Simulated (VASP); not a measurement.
## SrO: single point with r2SCAN

SrO:

```
CELL_PARAMETERS angstrom
0.00000 2.49269 2.62973
2.49269 0.00000 2.62973
2.49269 2.49269 0.00000
ATOMIC_POSITIONS crystal
Sr 0.00000 0.00000 0.00000
O 0.50000 0.50000 0.50000
```

This cell differs from its parent crystal: epitaxial xy strain -3.4%.

* Program: VASP 6.6.1
* Task: single point
* Functional: r2SCAN
* Potentials or basis: VASP PAW PBE potentials, release 64 (Sr_sv, O)
* Cutoff: 520 eV
* k mesh: 8 × 8 × 8
* Occupations: gaussian, width 0.01 eV
* Spin: no spin polarisation
* Dipole correction: no
* Further INCAR settings: ALGO = Normal; EDIFF = 1e-07; NBANDS = 15

| Quantity | Value |
| --- | --- |
| Pressure | 6.6 GPa |
| Band gap on the k mesh | 3.59 eV (least direct gap 3.62 eV) |

Stress tensor (GPa, compression positive):
```
9.63 0.00 0.00
0.00 9.63 0.00
0.00 0.00 0.44
```

Levels at points of the mesh, in eV from the valence-band top:
```
           k point  band 4  band 5  band 6  band 7  band 8  band 9  band 10  band 11  band 12  band 13
(0.00, 0.00, 0.00)  -14.36  -14.36   -0.20    0.00    0.00    4.80     6.53     6.95     6.95     8.96
(0.50, 0.00, 0.00)  -14.39  -13.27   -2.27   -1.30   -1.29    7.21     9.31     9.64     9.70    12.65
(0.50, 0.50, 0.00)  -14.71  -14.71   -0.64   -0.05   -0.05    3.79     8.78    11.17    11.27    11.94
(0.50, 0.00, 0.50)  -14.87  -14.78   -0.30   -0.28   -0.02    3.59     8.72    11.17    11.44    11.58
```

Wall time 110 s on 1 thread of Intel(R) Xeon(R) Platinum 8488C (Sapphire Rapids), on a shared host, peak memory 0.18 GiB.

Caveat: the cell differs from its parent crystal (epitaxial xy strain -3.4%); the stress differs along the axes, from 0 to 10 GPa; the PAW data sets were made with another functional, which shifts forces and pressure a little. A k mesh can miss the band edges.
